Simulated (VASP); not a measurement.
# Pt (I4/mmm) in VASP: notebook

Pt is run at these levels: PBEsol; tasks: single point.

Program: VASP 6.6.1. These are calculated values, not measurements. Logs are shortened: lines on timing, memory, paths and dates and some standing lists are left out, and cuts for length are marked.

**1. The cell of the first run**

The structure is tetragonal, space group I4/mmm (No. 139). The conventional cell has a = 2.561 Å, b = 2.561 Å, c = 3.916 Å, α = 90.00°, β = 90.00°, γ = 90.00°. Within 3.4 Å of Pt (site symmetry 4/mmm) lie 12 Pt at 2.56 to 2.67 Å.

**2. Single point, PBEsol (strain -0.0750 x Voigt [1, 1, 0, 0, 0, 0])**

Contents of INCAR:

```
SYSTEM = Pt
ALGO = Normal
EDIFF = 1E-6
ENCUT = 520
GGA = PS
ISIF = 2
ISMEAR = 0
LASPH = .TRUE.
LCHARG = .TRUE.
LELF = .TRUE.
LREAL = .FALSE.
LVHAR = .TRUE.
LWAVE = .FALSE.
NBANDS = 11
NELM = 60
PREC = Accurate
SIGMA = 0.15
```

Contents of KPOINTS:

```
k-points
0
G
  20 20 20
  0 0 0
```

Contents of POSCAR:

```
Pt
1.0
    0.0000000000      1.8110575000      1.9579000000
    1.8110575000      0.0000000000      1.9579000000
    1.8110575000      1.8110575000      0.0000000000
Pt
1
Direct
    0.0000000000      0.0000000000      0.0000000000
```

Potentials or basis: VASP PAW PBE potentials, release 64 (Pt).

On the command line:

```sh
> cat potpaw_PBE.64/Pt/POTCAR > POTCAR
> mpirun -np 1 vasp_std > vasp.out
```

OUTCAR:

```text
SYSTEM = Pt
   EDIFF = 1E-6
   ENCUT = 520
   GGA = PS
   ISIF = 2
   ISMEAR = 0
   LASPH = .TRUE.
   LREAL = .FALSE.
   NELM = 60
   PREC = Accurate

 ion  position               nearest neighbor table
   1  0.000  0.000  0.000-

  LATTYP: Found a body centered tetragonal cell.
 ALAT       =     2.5612220787
 C/A-ratio  =     1.5288795269

  Lattice vectors:

 A1 = (  -1.8110575000,   0.0000000000,   1.9579000000)
 A2 = (   1.8110575000,   0.0000000000,   1.9579000000)
 A3 = (   0.0000000000,   1.8110575000,  -1.9579000000)

Analysis of symmetry for initial positions (statically):
=====================================================================
 Subroutine PRICEL returns:
 Original cell was already a primitive cell.

 Routine SETGRP: Setting up the symmetry group for a
 body centered tetragonal supercell.

 Subroutine GETGRP returns: Found 16 space group operations
 (whereof 16 operations were pure point group operations)
 out of a pool of 16 trial point group operations.

The static configuration has the point symmetry D_4h.

Analysis of symmetry for dynamics (positions and initial velocities):
=====================================================================
 Subroutine PRICEL returns:
 Original cell was already a primitive cell.

 Routine SETGRP: Setting up the symmetry group for a
 body centered tetragonal supercell.

 Subroutine GETGRP returns: Found 16 space group operations
 (whereof 16 operations were pure point group operations)
 out of a pool of 16 trial point group operations.

The dynamic configuration has the point symmetry D_4h.

 Subroutine INISYM returns: Found 16 space group operations
 (whereof 16 operations are pure point group operations),
 and found     1 'primitive' translations

----------------------------------------------------------------------------------------

                                     Primitive cell

  volume of cell :      12.8435

  direct lattice vectors                    reciprocal lattice vectors
     0.000000000  1.811057500  1.957900000    -0.276081792  0.276081792  0.255375658
     1.811057500  0.000000000  1.957900000     0.276081792 -0.276081792  0.255375658
     1.811057500  1.811057500  0.000000000     0.276081792  0.276081792 -0.255375658

  length of vectors
     2.667077366  2.667077366  2.561222079     0.466539428  0.466539428  0.466539428

  position of ions in fractional coordinates (direct lattice)
     0.000000000  0.000000000  0.000000000

  ion indices of the primitive-cell ions
   primitive index   ion index
                 1           1

----------------------------------------------------------------------------------------

 KPOINTS: k-points

Automatic generation of k-mesh.
 Grid dimensions read from file:
 generate k-points for:   20   20   20

 Generating k-lattice:

  Cartesian coordinates                     Fractional coordinates (reciprocal lattice)
    -0.013804090  0.013804090  0.012768783     0.050000000  0.000000000  0.000000000
     0.013804090 -0.013804090  0.012768783     0.000000000  0.050000000  0.000000000
     0.013804090  0.013804090 -0.012768783     0.000000000  0.000000000  0.050000000

  Length of vectors
     0.023326971  0.023326971  0.023326971

  Shift w.r.t. Gamma in fractional coordinates (k-lattice)
     0.000000000  0.000000000  0.000000000

 Subroutine IBZKPT returns following result:
 ===========================================

 Found    641 irreducible k-points:

 Following reciprocal coordinates:
            Coordinates               Weight
  0.000000  0.000000  0.000000      1.000000
  0.050000  0.000000  0.000000      8.000000
  0.100000  0.000000  0.000000      8.000000
  0.150000  0.000000  0.000000      8.000000
  0.200000  0.000000  0.000000      8.000000
  0.250000 -0.000000  0.000000      8.000000
[... 16 lines left out ...]
 -0.400000  0.050000  0.000000      8.000000
 -0.350000  0.050000  0.000000      8.000000
 [... further k-points ...]
   k-points           NKPTS =    641   k-points in BZ     NKDIM =    641   number of bands    NBANDS=     11
   number of dos      NEDOS =    301   number of ions     NIONS =      1
   total plane-waves  NPLWV =   8000
   dimension x,y,z NGX =    20 NGY =   20 NGZ =   20
   dimension x,y,z NGXF=    40 NGYF=   40 NGZF=   40
   ions per type =               1
   NGX,Y,Z   is equivalent  to a cutoff of  12.47, 12.47, 12.98 a.u.
   NGXF,Y,Z  is equivalent  to a cutoff of  24.93, 24.93, 25.96 a.u.
 SYSTEM =  Pt
   PREC   = accura    normal or accurate (medium, high low for compatibility)
   ISTART =      0    job   : 0-new  1-cont  2-samecut
   ICHARG =      2    charge: 1-file 2-atom 10-const
   ISPIN  =      1    spin polarized calculation?
   LNONCOLLINEAR =      F non collinear calculations
   LSORBIT =      F    spin-orbit coupling
   LASPH  =      T    aspherical Exc in radial PAW
   ENCUT  =  520.0 eV  38.22 Ry    6.18 a.u.   4.96  4.96  4.76*2*pi/ulx,y,z
   NELM   =     60;   NELMIN=  2; NELMDL= -5     # of ELM steps
   EDIFF  = 0.1E-05   stopping-criterion for ELM
   LREAL  =      F    real-space projection
   EDIFFG = 0.1E-04   stopping-criterion for IOM
   NSW    =      0    number of steps for IOM
   IBRION =     -1    ionic relax: 0-MD 1-quasi-New 2-CG
   NFREE  =      0    steps in history (QN), initial steepest desc. (CG)
   ISIF   =      2    stress and relaxation
   ISYM   =      2    0-nonsym 1-usesym 2-fastsym
   POTIM  = 0.5000    time-step for ionic-motion
   TEBEG  =    0.0;   TEEND  =   0.0 temperature during run
   PSTRESS=    0.0 pullay stress
   NELECT =      10.0000    total number of electrons
   NUPDOWN=      -1.0000    fix difference up-down
   EMIN   =  10.00;   EMAX   =-10.00  energy-range for DOS
   EFERMI =   0.00;   METHOD = LEGACY
   ISMEAR =     0;   SIGMA  =   0.15  broadening in eV -4-tet -1-fermi 0-gaus
   EFERMI_NEDOS =   21; number of points for ismear=-14 and -15
   IALGO  =     38    algorithm
   IMIX   =      4    mixing-type and parameters
     AMIX     =   0.40;   BMIX     =  1.00
     AMIX_MAG =   1.60;   BMIX_MAG =  1.00
  volume/ion in A,a.u.               =      12.84        86.67
  Fermi-wavevector in a.u.,A,eV,Ry     =   1.506075  2.846068 30.861563  2.268261
  Thomas-Fermi vector in A             =   2.616840
   LORBIT       =      0    0 simple, 1 ext, 2 COOP (PROOUT), +10 PAW based schemes
   GGA     = PS    functional components
   LHFCALC =     F    Hartree Fock is set to
   AEXX    =    0.0000 exact exchange contribution
   IVDW    =     0    specifies the selected vdW correction
   LEPSILON=     F    determine dielectric tensor
   LRPA    =     F    only Hartree local field effects (RPA)
 non-spin polarized calculation
 Gauss-broadening in eV      SIGMA  =   0.15
  energy-cutoff  :      520.00
  volume of cell :       12.84
 maximum number of plane-waves:       359
   NGX =  9   NGY =  9   NGZ =  9

 number of electron      10.0000000 magnetization

 Free energy of the ion-electron system (eV)
  ---------------------------------------------------
  ext. energy  EPLUGINS =         0.00000000
  ---------------------------------------------------
  free energy    TOTEN  =        -6.53864811 eV

  energy without entropy =       -6.52324121  energy(sigma->0) =       -6.53094466

 E-fermi :  14.4666     XC(G=0): -14.5909

 val. band max:       14.4665206292   @ k =  -0.3500   0.2000   0.1500
 cond. band min:      14.4691089615   @ k =  -0.3000   0.4000   0.1500
 fundamental gap:      0.0025883323
 Fermi energy:        14.4665952398

 k-point     1 :       0.0000    0.0000    0.0000
  band No.  band energies     occupation
      1       2.2409      2.00000
      2       8.8034      2.00000
      3       9.9962      2.00000
      4       9.9962      2.00000
      5      11.6044      2.00000
      6      13.0778      2.00000
      7      28.5864      0.00000
      8      32.7442      0.00000
      9      35.2625      0.00000
     10      35.2625      0.00000
     11      40.4730      0.00000

 k-point     2 :       0.0500    0.0000    0.0000
  band No.  band energies     occupation
      1       2.3605      2.00000
      2       8.8316      2.00000
      3       9.9532      2.00000
      4      10.0468      2.00000
      5      11.5891      2.00000
      6      13.0279      2.00000
      7      28.7929      0.00000
      8      32.7584      0.00000
      9      34.8231      0.00000
     10      35.4721      0.00000
     11      41.2140      0.00000

 k-point     3 :       0.1000    0.0000    0.0000
  band No.  band energies     occupation
      1       2.7090      2.00000
      2       8.8892      2.00000
      3       9.8506      2.00000
      4      10.1876      2.00000
      5      11.5726      2.00000
      6      12.8974      2.00000
      7      29.3682      0.00000
      8      32.3450      0.00000
      9      34.5124      0.00000
     10      36.0854      0.00000
     11      42.6195      0.00000

 k-point     4 :       0.1500    0.0000    0.0000
  band No.  band energies     occupation
      1       3.2510      2.00000
      2       8.9178      2.00000
      3       9.7444      2.00000
      4      10.3795      2.00000
      5      11.6383      2.00000
      6      12.7455      2.00000
      7      30.1320      0.00000
      8      31.2590      0.00000
      9      35.1366      0.00000
     10      37.0579      0.00000
     11      41.9551      0.00000
[... 239 lines left out ...]
 k-point    22 :      -0.4500    0.0500    0.0000
  band No.  band energies     occupation
      1       5.3502      2.00000
      2       8.8743      2.00000
      3      10.1020      2.00000
      4      12.5520      2.00000
      5      14.1865      1.99172
      6      15.4672      0.00000
      7      21.9071      0.00000
      8      28.1846      0.00000
      9      33.7451      0.00000
     10      35.4374      0.00000
     11      43.6843      0.00000

 k-point    23 :      -0.4000    0.0500    0.0000
  band No.  band energies     occupation
      1       5.3733      2.00000
      2       8.9678      2.00000
      3      10.1673      2.00000
      4      11.7617      2.00000
      5      13.8559      2.00000
      6      15.1038      0.00000
      7      23.0826      0.00000
      8      28.5599      0.00000
      9      34.1903      0.00000
     10      36.2955      0.00000
     11      42.0895      0.00000

 k-point    24 :      -0.3500    0.0500    0.0000
  band No.  band energies     occupation
      1       5.3700      2.00000
      2       9.0992      2.00000
      3      10.2986      2.00000
      4      10.7148      2.00000
      5      13.4035      2.00000
      6      14.4693      0.97974
      7      24.7161      0.00000
      8      29.2761      0.00000
      9      35.2090      0.00000
     10      37.6195      0.00000
     11      40.2628      0.00000

 [... further k-points ...]
[... 5 lines left out ...]
  --------------------------------------------------------------------------------------
  -------------------------------------------------------------------------------------
  Total        6.1147656      6.1147656      4.6060168      0.0000000      0.0000000      0.0000000
  in kB      762.7907478    762.7907478    574.5808077      0.0000000      0.0000000      0.0000000
  external PRESSURE =     700.0541011 kB  Pullay stress =       0.0000000 kB

 VOLUME and BASIS-vectors are now :
 -----------------------------------------------------------------------------
  energy-cutoff  :      520.00
  volume of cell :       12.84
      direct lattice vectors                 reciprocal lattice vectors
     0.000000000  1.811057500  1.957900000    -0.276081792  0.276081792  0.255375658
     1.811057500  0.000000000  1.957900000     0.276081792 -0.276081792  0.255375658
     1.811057500  1.811057500  0.000000000     0.276081792  0.276081792 -0.255375658

 POSITION                                       TOTAL-FORCE (eV/Angst)
 -----------------------------------------------------------------------------------
      0.00000      0.00000      0.00000         0.000000      0.000000      0.000000
 -----------------------------------------------------------------------------------
    total drift:                               -0.000000      0.000000      0.000000

  FREE ENERGIE OF THE ION-ELECTRON SYSTEM (eV)
  ---------------------------------------------------
  free  energy   TOTEN  =        -6.5386481143 eV

  energy  without entropy=       -6.5232412083  energy(sigma->0) =       -6.53094466
```

Wall time 33 s (1 thread of Intel Xeon 6975P-C (Granite Rapids), shared host); peak memory 0.2 GiB.

Results:

- Free energy: -6.5386 eV
- Pressure: 70.0 GPa
- Band gap on the k mesh: zero (band 5 reaches 15.75 eV, above the bottom of band 6 at 12.30 eV)

Caveat: the cell differs from its parent crystal (strain -0.0750 x Voigt [1, 1, 0, 0, 0, 0]); the PAW data sets were made with another functional, which shifts forces and pressure a little; spin-orbit coupling is left out, which moves the levels of the heavy elements.

**3. Single point, PBEsol (strain -0.0500 x Voigt [1, 1, 0, 0, 0, 0])**

Contents of INCAR:

```
PREC = Accurate
ENCUT = 520
EDIFF = 1E-6
ISMEAR = 0
SIGMA = 0.15
LREAL = False
LASPH = True
NELM = 100
ALGO = Normal
ISIF = 2
LWAVE = False
LCHARG = False
GGA = PS
NBANDS = 11
```

Contents of KPOINTS:

```
regular mesh
0
Gamma
  20 20 20
```

Contents of POSCAR:

```
Pt
1.0
    0.0000000000      1.8600050000      1.9579000000
    1.8600050000      0.0000000000      1.9579000000
    1.8600050000      1.8600050000      0.0000000000
Pt
1
Direct
    0.0000000000      0.0000000000      0.0000000000
```

Potentials or basis: VASP PAW PBE potentials, release 64 (Pt).

On the command line:

```sh
> cat potpaw_PBE.64/Pt/POTCAR > POTCAR
> mpirun -np 1 vasp_std > vasp.out
```

Run time: 27 s. Hardware: 1 thread of Intel Xeon 6975P-C (Granite Rapids), shared host; peak memory 0.21 GiB.

The run converged. Its results:

```yaml
Free_energy: -6.7975 eV
Pressure: 39.8 GPa
Band_gap_on_the_k_mesh: zero (band 5 reaches 14.25 eV, above the bottom of band 6 at 11.24 eV)
```

Stress tensor (GPa, compression positive):
```
43.07  0.00  0.00
 0.00 43.07  0.00
 0.00  0.00 33.31
```

Levels at points of the mesh, in eV from the Fermi level:
```
           k point  band 3  band 4  band 5  band 6  band 7  band 8
(0.00, 0.00, 0.00)   -4.27   -4.27   -2.39   -1.51   14.29   18.80
(0.50, 0.00, 0.00)   -4.26   -0.99   -0.09    0.24    6.72   13.78
(0.50, 0.50, 0.00)    0.11    0.59    0.59    0.81    9.12   12.31
(0.50, 0.00, 0.50)   -0.01    0.30    0.95    1.88   10.60   11.11
```

Caveat: the cell differs from its parent crystal (strain -0.0500 x Voigt [1, 1, 0, 0, 0, 0]); the PAW data sets were made with another functional, which shifts forces and pressure a little; spin-orbit coupling is left out, which moves the levels of the heavy elements.

**4. Single point, PBEsol (strain -0.0250 x Voigt [1, 1, 0, 0, 0, 0])**

Contents of INCAR:

```
SYSTEM = Pt
ALGO = Fast
EDIFF = 1E-6
ENCUT = 520
GGA = PS
ISIF = 2
ISMEAR = 0
LASPH = .True.
LCHARG = .False.
LREAL = .False.
LWAVE = .False.
NBANDS = 11
NELM = 100
PREC = Accurate
SIGMA = 0.15
```

Contents of KPOINTS:

```
k-points
0
Gamma
  20 20 20
  0 0 0
```

Contents of POSCAR:

```
Pt
1.0
    0.0000000000      1.9089525000      1.9579000000
    1.9089525000      0.0000000000      1.9579000000
    1.9089525000      1.9089525000      0.0000000000
Pt
1
Direct
    0.0000000000      0.0000000000      0.0000000000
```

On the command line:

```sh
> cat potpaw_PBE.64/Pt/POTCAR > POTCAR
> mpirun -np 1 vasp_std > vasp.out
```

Wall time 41 s (1 thread of Intel Xeon 6975P-C (Granite Rapids), shared host); peak memory 0.21 GiB.

It converged, with:

```yaml
Free_energy: -6.9334 eV
Pressure: 17.2 GPa
Band_gap_on_the_k_mesh: zero (band 5 reaches 12.90 eV, above the bottom of band 6 at 10.30 eV)
```

Stress tensor (GPa, compression positive):
```
18.37  0.00  0.00
 0.00 18.37  0.00
 0.00  0.00 14.73
```

Levels at points of the mesh, in eV from the Fermi level:
```csv
k point,band 2,band 3,band 4,band 5,band 6,band 7,band 8,band 9
"(0.00, 0.00, 0.00)",-4.38,-4.06,-4.06,-1.98,-1.59,14.45,19.24,19.96
"(0.50, 0.00, 0.00)",-4.40,-4.08,-0.79,-0.03,0.13,6.24,14.00,19.09
"(0.50, 0.50, 0.00)",-7.26,0.05,0.53,0.53,1.26,8.99,11.81,11.81
"(0.50, 0.00, 0.50)",-7.26,0.01,0.41,0.70,1.77,9.68,11.24,11.46
```

Caveat: the cell differs from its parent crystal (strain -0.0250 x Voigt [1, 1, 0, 0, 0, 0]); the PAW data sets were made with another functional, which shifts forces and pressure a little; spin-orbit coupling is left out, which moves the levels of the heavy elements.

**5. Single point, PBEsol (strain +0.0250 x Voigt [1, 1, 0, 0, 0, 0])**

Contents of INCAR:

```
PREC = Accurate ; ENCUT = 520
EDIFF = 1E-6 ; ISMEAR = 0
SIGMA = 0.15 ; LREAL = False
LASPH = True ; NELM = 100
ALGO = Fast ; ISIF = 2
LWAVE = False ; LCHARG = True
GGA = PS ; LELF = True
LVHAR = True ; NBANDS = 11
```

Contents of KPOINTS:

```
regular mesh
0
Gamma
  20 20 20
```

Contents of POSCAR:

```
Pt
1.0
    0.0000000000      2.0068475000      1.9579000000
    2.0068475000      0.0000000000      1.9579000000
    2.0068475000      2.0068475000      0.0000000000
Pt
1
Direct
    0.0000000000      0.0000000000      0.0000000000
```

On the command line:

```sh
> cat potpaw_PBE.64/Pt/POTCAR > POTCAR
> mpirun -np 1 vasp_std > vasp.out
```

It took 44 s on 1 thread of Intel Xeon 6975P-C (Granite Rapids), shared host; peak memory 0.23 GiB.

Results (log left out):

| Item | Value |
| --- | --- |
| Free energy | -6.9430 eV |
| Pressure | -12.3 GPa |
| Band gap on the k mesh | zero (band 5 reaches 10.80 eV, above the bottom of band 6 at 8.68 eV) |

Stress tensor (GPa, compression positive):
```
-12.92   0.00   0.00
  0.00 -12.92   0.00
  0.00   0.00 -11.09
```

Levels at points of the mesh, in eV from the Fermi level:
| k point | band 3 | band 4 | band 5 | band 6 | band 7 | band 8 |
| --- | --- | --- | --- | --- | --- | --- |
| (0.00, 0.00, 0.00) | -3.63 | -3.36 | -1.67 | -1.36 | 14.74 | 19.24 |
| (0.50, 0.00, 0.00) | -3.45 | -0.37 | -0.03 | 0.10 | 5.47 | 14.26 |
| (0.50, 0.50, 0.00) | 0.00 | 0.46 | 0.46 | 2.11 | 8.76 | 10.90 |
| (0.50, 0.00, 0.50) | 0.01 | 0.33 | 0.55 | 1.64 | 8.15 | 11.27 |

Caveat: the cell differs from its parent crystal (strain +0.0250 x Voigt [1, 1, 0, 0, 0, 0]); the PAW data sets were made with another functional, which shifts forces and pressure a little; spin-orbit coupling is left out, which moves the levels of the heavy elements.

**6. The runs side by side**

| cell | gap on the mesh (eV) | pressure (GPa) |
| --- | --- | --- |
| a = 2.667, b = 2.667, c = 2.561 Å, angles 61.3, 61.3, 57.4°, 1 atom | none | 70.0 |
| a = 2.701, b = 2.701, c = 2.630 Å, angles 60.9, 60.9, 58.3°, 1 atom | none | 39.8 |
| a = 2.734, b = 2.734, c = 2.700 Å, angles 60.4, 60.4, 59.2°, 1 atom | none | 17.2 |
| a = 2.804, b = 2.804, c = 2.838 Å, angles 59.6, 59.6, 60.8°, 1 atom | none | -12.3 |

Alike in all rows: task single point; level PBEsol; potentials or basis VASP PAW PBE potentials, release 64 (Pt); no spin polarisation; k mesh 20 × 20 × 20; cutoff (eV) 520; smearing gaussian 0.15 eV.

Caveats: the PAW data sets were made with another functional, which shifts forces and pressure a little; spin-orbit coupling is left out, which moves the levels of the heavy elements.

Absolute energies hang on the potentials; compare differences alone.
